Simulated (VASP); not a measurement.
# AlN (P6_3mc) in VASP: further runs

AlN is run at these levels: PBE; tasks: electric field gradients.

Program: VASP 6.6.1. These are calculated values, not measurements. Logs are shortened: lines on timing, memory, paths and dates and some standing lists are left out, and cuts for length are marked.

### Step 1. The cell of the first run

It takes space group P6_3mc (No. 186, hexagonal). The conventional cell has a = 3.111 Å, b = 3.111 Å, c = 4.928 Å, α = 90.00°, β = 90.00°, γ = 120.00°. Al (site symmetry 3m) has 4 N at 1.88 to 1.90 Å within 2.5 Å. N (site symmetry 3m) has 4 Al at 1.88 to 1.90 Å within 2.5 Å.

### Step 2. Electric field gradients, PBE (zz strain of -1 %)

Input file INCAR:

```
PREC = Accurate
ENCUT = 520
EDIFF = 1E-8
ISMEAR = -1
SIGMA = 0.02
LREAL = False
LASPH = True
NELM = 100
ALGO = Normal
ISIF = 2
LWAVE = False
LCHARG = False
GGA = PE
LEFG = True
NBANDS = 16
```

Input file KPOINTS:

```
regular mesh
0
Gamma
  11 11 6
```

Input file POSCAR:

```
AlN
1.0
    3.1110021516      0.0000000000      0.0000000000
   -1.5555010758      2.6942068945      0.0000000000
    0.0000000000      0.0000000000      4.9282200000
Al N
2 2
Direct
    0.3333333333      0.6666666667      0.0000000000
    0.6666666667      0.3333333333      0.5000000000
    0.3333333333      0.6666666667      0.3850000000
    0.6666666667      0.3333333333      0.8850000000
```

Potentials or basis: VASP PAW PBE potentials, release 64 (Al, N).

Run with:

```bash
$ cat potpaw_PBE.64/Al/POTCAR potpaw_PBE.64/N/POTCAR > POTCAR
$ mpirun -np 1 vasp_std > vasp.out
```

OUTCAR:

```text
PREC = Accurate
   ENCUT = 520
   EDIFF = 1E-8
   ISMEAR = -1
   LREAL = False
   LASPH = True
   NELM = 100
   ISIF = 2
   GGA = PE

 ion  position               nearest neighbor table
   1  0.333  0.667  0.000-   4 1.88   4 1.88   4 1.88   3 1.90   2 3.05   2 3.05   2 3.05   2 3.05
                             2 3.05   2 3.05
   2  0.667  0.333  0.500-   3 1.88   3 1.88   3 1.88   4 1.90   1 3.05   1 3.05   1 3.05   1 3.05
                             1 3.05   1 3.05
   3  0.333  0.667  0.385-   2 1.88   2 1.88   2 1.88   1 1.90
   4  0.667  0.333  0.885-   1 1.88   1 1.88   1 1.88   2 1.90

  LATTYP: Found a hexagonal cell.
 ALAT       =     3.1110021516
 C/A-ratio  =     1.5841261947

  Lattice vectors:

 A1 = (   3.1110021516,   0.0000000000,   0.0000000000)
 A2 = (  -1.5555010758,   2.6942068945,   0.0000000000)
 A3 = (   0.0000000000,   0.0000000000,   4.9282200000)

Analysis of symmetry for initial positions (statically):
=====================================================================
 Subroutine PRICEL returns:
 Original cell was already a primitive cell.

 Routine SETGRP: Setting up the symmetry group for a
 hexagonal supercell.

 Subroutine GETGRP returns: Found 12 space group operations
 (whereof  6 operations were pure point group operations)
 out of a pool of 24 trial point group operations.

The static configuration has the point symmetry C_3v.
 The point group associated with its full space group is C_6v.

Analysis of symmetry for dynamics (positions and initial velocities):
=====================================================================
 Subroutine PRICEL returns:
 Original cell was already a primitive cell.

 Routine SETGRP: Setting up the symmetry group for a
 hexagonal supercell.

 Subroutine GETGRP returns: Found 12 space group operations
 (whereof  6 operations were pure point group operations)
 out of a pool of 24 trial point group operations.

The dynamic configuration has the point symmetry C_3v.
 The point group associated with its full space group is C_6v.

 Subroutine INISYM returns: Found 12 space group operations
 (whereof  6 operations are pure point group operations),
 and found     1 'primitive' translations

----------------------------------------------------------------------------------------

                                     Primitive cell

  volume of cell :      41.3068

  direct lattice vectors                    reciprocal lattice vectors
     3.111002152  0.000000000  0.000000000     0.321439829  0.185583372  0.000000000
    -1.555501076  2.694206895  0.000000000     0.000000000  0.371166744  0.000000000
     0.000000000  0.000000000  4.928220000     0.000000000  0.000000000  0.202913019

  length of vectors
     3.111002152  3.111002152  4.928220000     0.371166744  0.371166744  0.202913019

  position of ions in fractional coordinates (direct lattice)
     0.333333333  0.666666667  0.000000000
     0.666666667  0.333333333  0.500000000
     0.333333333  0.666666667  0.385000000
     0.666666667  0.333333333  0.885000000

  ion indices of the primitive-cell ions
   primitive index   ion index
                 1           1
                 2           2
                 3           3
                 4           4

----------------------------------------------------------------------------------------

 KPOINTS: regular mesh

Automatic generation of k-mesh.
 Grid dimensions read from file:
 generate k-points for:   11   11    6

 Generating k-lattice:

  Cartesian coordinates                     Fractional coordinates (reciprocal lattice)
     0.029221803  0.016871216  0.000000000     0.090909091 -0.000000000  0.000000000
     0.000000000  0.033742431  0.000000000     0.000000000  0.090909091  0.000000000
     0.000000000  0.000000000  0.033818837     0.000000000  0.000000000  0.166666667

  Length of vectors
     0.033742431  0.033742431  0.033818837

  Shift w.r.t. Gamma in fractional coordinates (k-lattice)
     0.000000000  0.000000000  0.000000000

 Subroutine IBZKPT returns following result:
 ===========================================

 Found     64 irreducible k-points:

 Following reciprocal coordinates:
            Coordinates               Weight
  0.000000  0.000000  0.000000      1.000000
  0.090909  0.000000  0.000000      6.000000
  0.181818  0.000000  0.000000      6.000000
  0.272727  0.000000  0.000000      6.000000
  0.363636  0.000000  0.000000      6.000000
  0.454545  0.000000  0.000000      6.000000
[... 16 lines left out ...]
  0.090909  0.090909  0.166667     12.000000
  0.181818  0.090909  0.166667     24.000000
 [... further k-points ...]
   k-points           NKPTS =     64   k-points in BZ     NKDIM =     64   number of bands    NBANDS=     16
   number of dos      NEDOS =    301   number of ions     NIONS =      4
   total plane-waves  NPLWV =  23040
   dimension x,y,z NGX =    24 NGY =   24 NGZ =   40
   dimension x,y,z NGXF=    48 NGYF=   48 NGZF=   80
   ions per type =               2   2
   NGX,Y,Z   is equivalent  to a cutoff of  12.83, 12.83, 13.49 a.u.
   NGXF,Y,Z  is equivalent  to a cutoff of  25.65, 25.65, 26.99 a.u.
 SYSTEM =  unknown system
   PREC   = accura    normal or accurate (medium, high low for compatibility)
   ISTART =      0    job   : 0-new  1-cont  2-samecut
   ICHARG =      2    charge: 1-file 2-atom 10-const
   ISPIN  =      1    spin polarized calculation?
   LNONCOLLINEAR =      F non collinear calculations
   LSORBIT =      F    spin-orbit coupling
   LASPH  =      T    aspherical Exc in radial PAW
   ENCUT  =  520.0 eV  38.22 Ry    6.18 a.u.   5.78  5.78  9.16*2*pi/ulx,y,z
   NELM   =    100;   NELMIN=  2; NELMDL= -5     # of ELM steps
   EDIFF  = 0.1E-07   stopping-criterion for ELM
   LREAL  =      F    real-space projection
   EDIFFG = 0.1E-06   stopping-criterion for IOM
   NSW    =      0    number of steps for IOM
   IBRION =     -1    ionic relax: 0-MD 1-quasi-New 2-CG
   NFREE  =      0    steps in history (QN), initial steepest desc. (CG)
   ISIF   =      2    stress and relaxation
   ISYM   =      2    0-nonsym 1-usesym 2-fastsym
   POTIM  = 0.5000    time-step for ionic-motion
   TEBEG  =    0.0;   TEEND  =   0.0 temperature during run
   PSTRESS=    0.0 pullay stress
   NELECT =      16.0000    total number of electrons
   NUPDOWN=      -1.0000    fix difference up-down
   EMIN   =  10.00;   EMAX   =-10.00  energy-range for DOS
   EFERMI =   0.00;   METHOD = LEGACY
   ISMEAR =    -1;   SIGMA  =   0.02  broadening in eV -4-tet -1-fermi 0-gaus
   EFERMI_NEDOS =   21; number of points for ismear=-14 and -15
   IALGO  =     38    algorithm
   IMIX   =      4    mixing-type and parameters
     AMIX     =   0.40;   BMIX     =  1.00
     AMIX_MAG =   1.60;   BMIX_MAG =  1.00
  volume/ion in A,a.u.               =      10.33        69.69
  Fermi-wavevector in a.u.,A,eV,Ry     =   1.193368  2.255138 19.376426  1.424127
  Thomas-Fermi vector in A             =   2.329384
   LORBIT       =      0    0 simple, 1 ext, 2 COOP (PROOUT), +10 PAW based schemes
   GGA     = PE    functional components
   LHFCALC =     F    Hartree Fock is set to
   AEXX    =    0.0000 exact exchange contribution
   IVDW    =     0    specifies the selected vdW correction
   LEPSILON=     F    determine dielectric tensor
   LRPA    =     F    only Hartree local field effects (RPA)
 non-spin polarized calculation
  energy-cutoff  :      520.00
  volume of cell :       41.31
 maximum number of plane-waves:      1134
 NGX is ok and might be reduce to    24
   NGX = 11   NGY = 11   NGZ = 19

 number of electron      15.9999998 magnetization

 Free energy of the ion-electron system (eV)
  ---------------------------------------------------
  ext. energy  EPLUGINS =         0.00000000
  ---------------------------------------------------
  free energy    TOTEN  =       -29.75520768 eV

  energy without entropy =      -29.75520768  energy(sigma->0) =      -29.75520768

 E-fermi :   6.7902     XC(G=0): -10.9587

 val. band max:        6.3503760737   @ k =   0.0000   0.0000   0.0000
 cond. band min:      10.5783392771   @ k =   0.0000   0.0000   0.0000
 fundamental gap:      4.2279632034
 Fermi energy:         6.7902482893

 k-point     1 :       0.0000    0.0000    0.0000
  band No.  band energies     occupation
      1      -8.9945      2.00000
      2      -6.7683      2.00000
      3       0.2649      2.00000
      4       5.3276      2.00000
      5       5.3276      2.00000
      6       6.0116      2.00000
[... 8 lines left out ...]
     15      19.4306      0.00000
     16      19.6872      0.00000

 k-point     2 :       0.0909    0.0000    0.0000
  band No.  band energies     occupation
      1      -8.8888      2.00000
      2      -6.7099      2.00000
      3       0.3900      2.00000
      4       4.8459      2.00000
      5       5.1896      2.00000
      6       5.5392      2.00000
[... 8 lines left out ...]
     15      19.5168      0.00000
     16      19.5335      0.00000

 k-point     3 :       0.1818    0.0000    0.0000
  band No.  band energies     occupation
      1      -8.5825      2.00000
      2      -6.5542      2.00000
      3       0.7576      2.00000
      4       3.7102      2.00000
      5       4.5679      2.00000
      6       4.8769      2.00000
[... 8 lines left out ...]
     15      18.6918      0.00000
     16      18.9945      0.00000

 k-point     4 :       0.2727    0.0000    0.0000
  band No.  band energies     occupation
      1      -8.1128      2.00000
      2      -6.3633      2.00000
      3       1.3406      2.00000
      4       2.4496      2.00000
      5       3.5374      2.00000
      6       4.5365      2.00000
[... 8 lines left out ...]
     15      18.5081      0.00000
     16      19.8500      0.00000
[... 324 lines left out ...]
 k-point    22 :       0.4545    0.0000    0.1667
  band No.  band energies     occupation
      1      -7.0362      2.00000
      2      -6.3175      2.00000
      3       0.6842      2.00000
      4       1.7759      2.00000
      5       3.2220      2.00000
      6       4.1968      2.00000
[... 8 lines left out ...]
     15      18.8000      0.00000
     16      21.5038      0.00000

 k-point    23 :       0.0909    0.0909    0.1667
  band No.  band energies     occupation
      1      -8.5774      2.00000
      2      -6.7977      2.00000
      3       0.9524      2.00000
      4       4.2994      2.00000
      5       4.3666      2.00000
      6       5.1296      2.00000
[... 8 lines left out ...]
     15      18.8734      0.00000
     16      19.6075      0.00000

 k-point    24 :       0.1818    0.0909    0.1667
  band No.  band energies     occupation
      1      -8.1951      2.00000
      2      -6.5927      2.00000
      3       1.2924      2.00000
      4       3.1979      2.00000
      5       3.6038      2.00000
      6       4.6948      2.00000
[... 8 lines left out ...]
     15      18.7931      0.00000
     16      19.8023      0.00000

 [... further k-points ...]

------------------------ aborting loop because EDIFF is reached ----------------------------------------

  FORCE on cell =-STRESS in cart. coord.  units (eV):
  Direction    XX          YY          ZZ          XY          YZ          ZX
  --------------------------------------------------------------------------------------
  -------------------------------------------------------------------------------------
  Total        1.3193143      1.3193143      1.8374583      0.0000000      0.0000000      0.0000000
  in kB       51.1726013     51.1726013     71.2699943      0.0000000      0.0000000      0.0000000
  external PRESSURE =      57.8717323 kB  Pullay stress =       0.0000000 kB

 VOLUME and BASIS-vectors are now :
 -----------------------------------------------------------------------------
  energy-cutoff  :      520.00
  volume of cell :       41.31
      direct lattice vectors                 reciprocal lattice vectors
     3.111002152  0.000000000  0.000000000     0.321439829  0.185583372  0.000000000
    -1.555501076  2.694206895  0.000000000     0.000000000  0.371166744  0.000000000
     0.000000000  0.000000000  4.928220000     0.000000000  0.000000000  0.202913019

 POSITION                                       TOTAL-FORCE (eV/Angst)
 -----------------------------------------------------------------------------------
     -0.00000      1.79614      0.00000         0.000000      0.000000      0.056993
      1.55550      0.89807      2.46411        -0.000000     -0.000000      0.056993
     -0.00000      1.79614      1.89736        -0.000000     -0.000000     -0.056993
      1.55550      0.89807      4.36147         0.000000      0.000000     -0.056993
 -----------------------------------------------------------------------------------
    total drift:                               -0.000000      0.000000     -0.000864

  FREE ENERGIE OF THE ION-ELECTRON SYSTEM (eV)
  ---------------------------------------------------
  free  energy   TOTEN  =       -29.7552076822 eV

  energy  without entropy=      -29.7552076822  energy(sigma->0) =      -29.75520768

 Electric field gradients (V/A^2)
---------------------------------------------------------------------
 ion       V_xx      V_yy      V_zz      V_xy      V_xz      V_yz
---------------------------------------------------------------------
   1      -3.156    -3.156     6.313     0.000    -0.000     0.000
   2      -3.156    -3.156     6.313     0.000     0.000    -0.000
   3       0.656     0.656    -1.312    -0.000     0.000    -0.000
   4       0.656     0.656    -1.312    -0.000    -0.000     0.000
---------------------------------------------------------------------

 Electric field gradients after diagonalization (V/A^2)
 (convention: |V_zz| > |V_xx| > |V_yy|)
----------------------------------------------------------------------
 ion       V_xx      V_yy      V_zz     asymmetry (V_yy - V_xx)/ V_zz
----------------------------------------------------------------------
   1      -3.156    -3.156     6.313       0.000
   2      -3.156    -3.156     6.313       0.000
   3       0.656     0.656    -1.312       0.000
   4       0.656     0.656    -1.312       0.000
----------------------------------------------------------------------

           NMR quadrupolar parameters

 Cq : quadrupolar parameter    Cq=e*Q*V_zz/h
 eta: asymmetry parameters     (V_yy - V_xx)/ V_zz
 Q  : nuclear electric quadrupole moment in mb (millibarn)
----------------------------------------------------------------------
 ion       Cq(MHz)       eta       Q (mb)
----------------------------------------------------------------------
   1       0.015       0.000       1.000
   2       0.015       0.000       1.000
   3      -0.003       0.000       1.000
   4      -0.003       0.000       1.000
----------------------------------------------------------------------
```

Wall time 66 s (1 thread of AMD EPYC 7R43 (Zen 3), shared host); peak memory 0.14 GiB.

What came out:

- Free energy: -29.7552 eV
- Pressure: 5.8 GPa
- Largest force: 0.057 eV/Å
- Band gap on the k mesh: 4.23 eV, direct

Forces in eV/Å, atoms in the order of the input:
```
Al   0.000  0.000  0.057
Al   0.000  0.000  0.057
N    0.000  0.000 -0.057
N    0.000  0.000 -0.057
```

Levels at points of the mesh, in eV from the valence-band top:
| k point | band 6 | band 7 | band 8 | band 9 | band 10 | band 11 |
| --- | --- | --- | --- | --- | --- | --- |
| (0.00, 0.00, 0.00) | -0.34 | -0.34 | 0.00 | 4.23 | 6.58 | 10.71 |
| (0.00, 0.00, 0.50) | -0.69 | -0.69 | -0.69 | 6.46 | 6.46 | 10.38 |

Electric field gradients, principal values (V/Å²):
```csv
atom,least,middle,greatest (by size)
1 Al,-3.156,-3.156,6.313
2 Al,-3.156,-3.156,6.313
3 N,0.656,0.656,-1.312
4 N,0.656,0.656,-1.312
```

Caveat: the cell differs from its parent crystal (zz strain of -1 %); without QUAD_EFG the Cq values of the log hold for a quadrupole moment of 1 mb, not for the nuclei. A k mesh can miss the band edges.

(Continued in part 2 of 3.)
